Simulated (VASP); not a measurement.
Wanted: the native input for a VASP 6.6.1 run.

- Task: electric field gradients
- Functional: LDA
- Potentials or basis: VASP PAW LDA potentials, release 64 (Ga_d)
- Cutoff: 520 eV
- k mesh: 14 × 14 × 16
- Occupations: fermi-dirac, width 0.05 eV
- Spin: no spin polarisation
- Dipole correction: no
- Further INCAR settings: ALGO = Normal; EDIFF = 1e-08; NBANDS = 12; ISYM = 0

The structure of Ga lies in POSCAR:

```
Ga
1.0
   -1.3801987918      1.3801987918      2.1912130391
    1.3801987918     -1.3801987918      2.1912130391
    1.3801987918      1.3801987918     -2.1912130391
Ga
1
Direct
    0.0000000000      0.0000000000      0.0000000000
```

These files were run (other wordings do the same):

INCAR

```
SYSTEM = Ga
PREC = Accurate
ENCUT = 520
EDIFF = 1E-8
ISMEAR = -1
SIGMA = 0.05
LREAL = .FALSE.
LASPH = .TRUE.
NELM = 60
ALGO = Normal
ISIF = 2
LWAVE = .FALSE.
LCHARG = .FALSE.
LEFG = .TRUE.
ISYM = 0
NBANDS = 12
```

KPOINTS

```
Automatic mesh
0
G
  14 14 16
  0 0 0
```

Potentials or basis: VASP PAW LDA potentials, release 64 (Ga_d).

Launch:

```console
$ cat potpaw_LDA.64/Ga_d/POTCAR > POTCAR
$ mpirun -np 1 vasp_std > vasp.out
```

It gave:

| Item | Value |
| --- | --- |
| Pressure | 1.8 GPa |
| Band gap on the k mesh | zero (an odd number of electrons rules out a gap without spin polarisation) |
| Largest electric field gradient by atom | Ga +22.1 V/Å² |

Caveat: without QUAD_EFG the Cq values of the log hold for a quadrupole moment of 1 mb, not for the nuclei.

Wall time 2.2 min on 1 thread of Intel(R) Xeon(R) Platinum 8488C (Sapphire Rapids) (shared host), peak memory 0.39 GiB.
